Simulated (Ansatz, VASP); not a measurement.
**Bi in VASP and in Ansatz**

```
Bi
1.0
     2.26734    1.30905    3.88173
    -2.26734    1.30905    3.88173
     0.00000   -2.61810    3.88173
Bi
2
Direct
  0.23713 0.23713 0.23713
  0.76287 0.76287 0.76287
```

Alike in both runs: task relaxation of cell and atoms; functional LDA; k mesh 12 × 12 × 12; occupations gaussian, width 0.1 eV; no spin polarisation.

|  | VASP | Ansatz |
| --- | --- | --- |
| version | VASP 6.6.1 | Ansatz 0.2.0 |
| potentials or method | VASP PAW LDA potentials, release 64 (Bi_d), cutoff 600 eV | scalar-relativistic, plane waves, PAW |
| valence electrons in the cell | 30 | 30 |

```tsv
	VASP	Ansatz	Ansatz less VASP
gap on the k mesh at the Fermi level, each at its own relaxed structure (eV)	none	none	-
relaxed volume (Å³/atom)	33.58	33.51	-0.071
relaxed cell length with the largest relative difference (Å)	4.629	4.628	-0.0002
```

LDA's correlation is that of Perdew and Zunger in VASP and of Perdew and Wang (1992) in Ansatz. A gap of «none» marks a metal or a gap that the smearing closes.

Neither program's run includes spin-orbit coupling.
